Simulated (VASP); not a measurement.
# AlNi in VASP: notebook

The runs below take AlNi through single point, with LDA.

Everything below comes from runs of VASP 6.6.1. Logs are shortened: lines on timing, memory, paths and dates and some standing lists are left out, and cuts for length are marked.

**1. The cell of the first run**

The typed cell holds 2 atoms: a = 3.962 Å, b = 3.962 Å, c = 2.819 Å, α = 45.30°, β = 134.70°, γ = 120.00°.

**2. Single point, LDA**

Input file INCAR:

```
PREC     = Accurate       # precision mode
ENCUT    = 520            # plane-wave cutoff, eV
EDIFF    = 1E-6           # SCF threshold, eV
ISMEAR   = 0              # smearing method
SIGMA    = 0.1            # smearing width, eV
LREAL    = F              # projectors in reciprocal space
LASPH    = T              # aspherical terms in the spheres
NELM     = 100            # most SCF steps
ALGO     = Fast           # electronic algorithm
ISIF     = 2              # what is computed and relaxed
LWAVE    = F              # write WAVECAR
LCHARG   = F              # write CHGCAR
GGA      = CA             # functional
NBANDS   = 14             # bands
ISYM     = 0
```

Input file KPOINTS:

```
regular mesh
0
Gamma
  9 9 20
```

Input file POSCAR:

```
AlNi
1.0
    3.9621883179      0.0000004638     -0.0025231480
   -1.9810937572      3.4313559698      0.0025231479
   -1.9821493832      1.1443944800      1.6461134434
Al Ni
1 1
Direct
    0.5000000000      0.5000000000      0.5000000000
    0.0000000000      0.0000000000      0.0000000000
```

Potentials or basis: VASP PAW LDA potentials, release 64 (Al, Ni).

Run with:

```sh
cat potpaw_LDA.64/Al/POTCAR potpaw_LDA.64/Ni/POTCAR > POTCAR
mpirun -np 1 vasp_std > vasp.out
```

OUTCAR:

```text
PREC = Accurate
   ENCUT = 520
   EDIFF = 1E-6
   ISMEAR = 0
   LREAL = F
   LASPH = T
   NELM = 100
   ISIF = 2
   GGA = CA
   ISYM = 0

 ion  position               nearest neighbor table
   1  0.500  0.500  0.500-   2 2.43   2 2.43   2 2.43   2 2.43   2 2.43   2 2.43   2 2.47
   2  0.000  0.000  0.000-   1 2.43   1 2.43   1 2.43   1 2.43   1 2.43   1 2.43   1 2.47

IMPORTANT INFORMATION: All symmetrisations will be switched off!
NOSYMM: (Re-)initialisation of all symmetry stuff for point group C_1.

----------------------------------------------------------------------------------------

                                     Primitive cell

  volume of cell :      22.3571

  direct lattice vectors                    reciprocal lattice vectors
     3.962188318  0.000000464 -0.002523148     0.252514918  0.145640384  0.202812412
    -1.981093757  3.431355970  0.002523148    -0.000129186  0.291504526 -0.202812412
    -1.982149383  1.144394480  1.646113443     0.000387251 -0.000223579  0.608113284

  length of vectors
     3.962189121  3.962189121  2.819263090     0.355116572  0.355116572  0.608113448

  position of ions in fractional coordinates (direct lattice)
     0.500000000  0.500000000  0.500000000
     0.000000000  0.000000000  0.000000000

  ion indices of the primitive-cell ions
   primitive index   ion index
                 1           1
                 2           2

----------------------------------------------------------------------------------------

 KPOINTS: regular mesh

Automatic generation of k-mesh.
 Grid dimensions read from file:
 generate k-points for:    9    9   20

 Generating k-lattice:

  Cartesian coordinates                     Fractional coordinates (reciprocal lattice)
     0.028057213  0.016182265  0.022534712     0.111111111 -0.000000000  0.000000000
    -0.000014354  0.032389392 -0.022534712     0.000000000  0.111111111  0.000000000
     0.000019363 -0.000011179  0.030405664     0.000000000  0.000000000  0.050000000

  Length of vectors
     0.039457397  0.039457397  0.030405672

  Shift w.r.t. Gamma in fractional coordinates (k-lattice)
     0.000000000  0.000000000  0.000000000

 Subroutine IBZKPT returns following result:
 ===========================================

 Found    811 irreducible k-points:

 Following reciprocal coordinates:
            Coordinates               Weight
  0.000000  0.000000  0.000000      1.000000
  0.111111 -0.000000  0.000000      2.000000
 -0.000000  0.111111  0.000000      2.000000
  0.222222 -0.000000 -0.000000      2.000000
 -0.000000  0.222222  0.000000      2.000000
  0.333333  0.000000  0.000000      2.000000
[... 16 lines left out ...]
 -0.111111  0.111111  0.000000      2.000000
  0.222222  0.222222 -0.000000      2.000000
 [... further k-points ...]
   k-points           NKPTS =    811   k-points in BZ     NKDIM =    811   number of bands    NBANDS=     14
   number of dos      NEDOS =    301   number of ions     NIONS =      2
   total plane-waves  NPLWV =  21600
   dimension x,y,z NGX =    30 NGY =   30 NGZ =   24
   dimension x,y,z NGXF=    60 NGYF=   60 NGZF=   48
   ions per type =               1   1
   NGX,Y,Z   is equivalent  to a cutoff of  12.59, 12.59, 14.15 a.u.
   NGXF,Y,Z  is equivalent  to a cutoff of  25.17, 25.17, 28.30 a.u.
 SYSTEM =  unknown system
   PREC   = accura    normal or accurate (medium, high low for compatibility)
   ISTART =      0    job   : 0-new  1-cont  2-samecut
   ICHARG =      2    charge: 1-file 2-atom 10-const
   ISPIN  =      1    spin polarized calculation?
   LNONCOLLINEAR =      F non collinear calculations
   LSORBIT =      F    spin-orbit coupling
   LASPH  =      T    aspherical Exc in radial PAW
   ENCUT  =  520.0 eV  38.22 Ry    6.18 a.u.   7.37  7.37  5.24*2*pi/ulx,y,z
   NELM   =    100;   NELMIN=  2; NELMDL= -5     # of ELM steps
   EDIFF  = 0.1E-05   stopping-criterion for ELM
   LREAL  =      F    real-space projection
   EDIFFG = 0.1E-04   stopping-criterion for IOM
   NSW    =      0    number of steps for IOM
   IBRION =     -1    ionic relax: 0-MD 1-quasi-New 2-CG
   NFREE  =      0    steps in history (QN), initial steepest desc. (CG)
   ISIF   =      2    stress and relaxation
   ISYM   =      0    0-nonsym 1-usesym 2-fastsym
   POTIM  = 0.5000    time-step for ionic-motion
   TEBEG  =    0.0;   TEEND  =   0.0 temperature during run
   PSTRESS=    0.0 pullay stress
   NELECT =      13.0000    total number of electrons
   NUPDOWN=      -1.0000    fix difference up-down
   EMIN   =  10.00;   EMAX   =-10.00  energy-range for DOS
   EFERMI =   0.00;   METHOD = LEGACY
   ISMEAR =     0;   SIGMA  =   0.10  broadening in eV -4-tet -1-fermi 0-gaus
   EFERMI_NEDOS =   21; number of points for ismear=-14 and -15
   IALGO  =     68    algorithm
   IMIX   =      4    mixing-type and parameters
     AMIX     =   0.40;   BMIX     =  1.00
     AMIX_MAG =   1.60;   BMIX_MAG =  1.00
  volume/ion in A,a.u.               =      11.18        75.44
  Fermi-wavevector in a.u.,A,eV,Ry     =   1.366419  2.582157 25.403440  1.867100
  Thomas-Fermi vector in A             =   2.492561
   LORBIT       =      0    0 simple, 1 ext, 2 COOP (PROOUT), +10 PAW based schemes
   GGA     = CA    functional components
   LHFCALC =     F    Hartree Fock is set to
   AEXX    =    0.0000 exact exchange contribution
   IVDW    =     0    specifies the selected vdW correction
   LEPSILON=     F    determine dielectric tensor
   LRPA    =     F    only Hartree local field effects (RPA)
 non-spin polarized calculation
 RMM-DIIS sequential band-by-band and
 Gauss-broadening in eV      SIGMA  =   0.10
  energy-cutoff  :      520.00
  volume of cell :       22.36
 maximum number of plane-waves:       626
 NGX is ok and might be reduce to    30
   NGX = 15   NGY = 15   NGZ = 11

 number of electron      12.9999995 magnetization

 Free energy of the ion-electron system (eV)
  ---------------------------------------------------
  ext. energy  EPLUGINS =         0.00000000
  ---------------------------------------------------
  free energy    TOTEN  =       -12.19046609 eV

  energy without entropy =      -12.18631311  energy(sigma->0) =      -12.18838960

 E-fermi :  10.6374     XC(G=0): -12.6314

 val. band max:       10.6361423782   @ k =   0.1111  -0.3333   0.0000
 cond. band min:      10.6398170538   @ k =  -0.4444   0.2222   0.1000
 fundamental gap:      0.0036746756
 Fermi energy:        10.6374359764

 k-point     1 :       0.0000    0.0000    0.0000
  band No.  band energies     occupation
      1      -0.9150      2.00000
      2       7.0799      2.00000
      3       7.0820      2.00000
      4       8.9377      2.00000
      5       8.9397      2.00000
      6       8.9838      2.00000
      7      16.3751      0.00000
      8      16.4087      0.00000
      9      16.5037      0.00000
     10      19.1053      0.00000
     11      19.1125      0.00000
     12      25.4713      0.00000
     13      32.2246      0.00000
     14      32.2746      0.00000

 k-point     2 :       0.1111   -0.0000    0.0000
  band No.  band energies     occupation
      1      -0.6770      2.00000
      2       7.0636      2.00000
      3       7.1387      2.00000
      4       8.8329      2.00000
      5       8.8628      2.00000
      6       8.9688      2.00000
      7      14.5216      0.00000
      8      16.6925      0.00000
      9      16.7744      0.00000
     10      19.1080      0.00000
     11      20.8023      0.00000
     12      26.2807      0.00000
     13      30.1870      0.00000
     14      30.2412      0.00000

 k-point     3 :      -0.0000    0.1111    0.0000
  band No.  band energies     occupation
      1      -0.6770      2.00000
      2       7.0636      2.00000
      3       7.1387      2.00000
      4       8.8329      2.00000
      5       8.8628      2.00000
      6       8.9688      2.00000
      7      14.5216      0.00000
      8      16.6925      0.00000
      9      16.7744      0.00000
     10      19.1080      0.00000
     11      20.8023      0.00000
     12      26.2807      0.00000
     13      30.1870      0.00000
     14      30.2412      0.00000

 k-point     4 :       0.2222   -0.0000   -0.0000
  band No.  band energies     occupation
      1       0.0275      2.00000
      2       6.8614      2.00000
      3       7.2879      2.00000
      4       8.5863      2.00000
      5       8.6243      2.00000
      6       8.9952      2.00000
      7      12.0863      0.00000
      8      17.5608      0.00000
      9      17.6364      0.00000
     10      19.1116      0.00000
     11      22.5664      0.00000
     12      27.4282      0.00000
     13      27.4741      0.00000
     14      28.7797      0.00000

 k-point     5 :      -0.0000    0.2222    0.0000
  band No.  band energies     occupation
      1       0.0275      2.00000
      2       6.8614      2.00000
      3       7.2879      2.00000
      4       8.5863      2.00000
      5       8.6243      2.00000
      6       8.9952      2.00000
      7      12.0863      0.00000
      8      17.5608      0.00000
      9      17.6364      0.00000
     10      19.1116      0.00000
     11      22.5664      0.00000
[... 276 lines left out ...]
 k-point    22 :       0.1111   -0.2222    0.0000
  band No.  band energies     occupation
      1       0.2481      2.00000
      2       6.9521      2.00000
      3       7.2945      2.00000
      4       8.4641      2.00000
      5       8.6236      2.00000
      6       8.8986      2.00000
      7      12.2818      0.00000
      8      15.6611      0.00000
      9      17.8613      0.00000
     10      20.1830      0.00000
     11      23.6913      0.00000
     12      25.3273      0.00000
     13      27.6188      0.00000
     14      29.0340      0.00000

 k-point    23 :      -0.1111    0.1111    0.0000
  band No.  band energies     occupation
      1      -0.4458      2.00000
      2       7.1091      2.00000
      3       7.1517      2.00000
      4       8.7230      2.00000
      5       8.8581      2.00000
      6       8.8717      2.00000
      7      14.4623      0.00000
      8      15.2003      0.00000
      9      17.0129      0.00000
     10      19.9566      0.00000
     11      21.8012      0.00000
     12      26.9013      0.00000
     13      27.9379      0.00000
     14      30.2736      0.00000

 k-point    24 :       0.2222    0.2222   -0.0000
  band No.  band energies     occupation
      1       0.9572      2.00000
      2       7.1158      2.00000
      3       7.1700      2.00000
      4       8.2327      2.00000
      5       8.6054      2.00000
      6       8.7198      2.00000
      7      12.2236      0.00000
      8      13.6519      0.00000
      9      18.7406      0.00000
     10      20.4237      0.00000
     11      23.4402      0.00000
     12      26.2776      0.00000
     13      27.7320      0.00000
     14      28.1919      0.00000

 [... further k-points ...]

------------------------ aborting loop because EDIFF is reached ----------------------------------------

  FORCE on cell =-STRESS in cart. coord.  units (eV):
  Direction    XX          YY          ZZ          XY          YZ          ZX
  --------------------------------------------------------------------------------------
  -------------------------------------------------------------------------------------
  Total        0.6951303      0.6915628      0.0444233     -0.0030976      0.0023024     -0.0039887
  in kB       49.8150276     49.5593697      3.1834996     -0.2219826      0.1649971     -0.2858422
  external PRESSURE =      34.1859656 kB  Pullay stress =       0.0000000 kB

 VOLUME and BASIS-vectors are now :
 -----------------------------------------------------------------------------
  energy-cutoff  :      520.00
  volume of cell :       22.36
      direct lattice vectors                 reciprocal lattice vectors
     3.962188318  0.000000464 -0.002523148     0.252514918  0.145640384  0.202812412
    -1.981093757  3.431355970  0.002523148    -0.000129186  0.291504526 -0.202812412
    -1.982149383  1.144394480  1.646113443     0.000387251 -0.000223579  0.608113284

 POSITION                                       TOTAL-FORCE (eV/Angst)
 -----------------------------------------------------------------------------------
     -0.00053      2.28788      0.82306         0.000000     -0.000000     -0.000000
      0.00000      0.00000      0.00000        -0.000000      0.000000      0.000000
 -----------------------------------------------------------------------------------
    total drift:                                0.000000      0.000001      0.000000

  FREE ENERGIE OF THE ION-ELECTRON SYSTEM (eV)
  ---------------------------------------------------
  free  energy   TOTEN  =       -12.1904660855 eV

  energy  without entropy=      -12.1863131116  energy(sigma->0) =      -12.18838960
```

Wall time 6.2 min (1 thread of Intel Xeon Platinum 8259CL at 2.50GHz (Skylake/Cascade Lake), shared host); peak memory 0.36 GiB.

Results:

* Free energy: -12.1905 eV
* Pressure: 3.4 GPa
* Band gap on the k mesh: zero (an odd number of electrons rules out a gap without spin polarisation)

Caveat: the cell stands under pressure. Spin polarisation is off, so any magnetic state and its effect on volume and gap are missing.

(Part 1 of 2 ends here.)
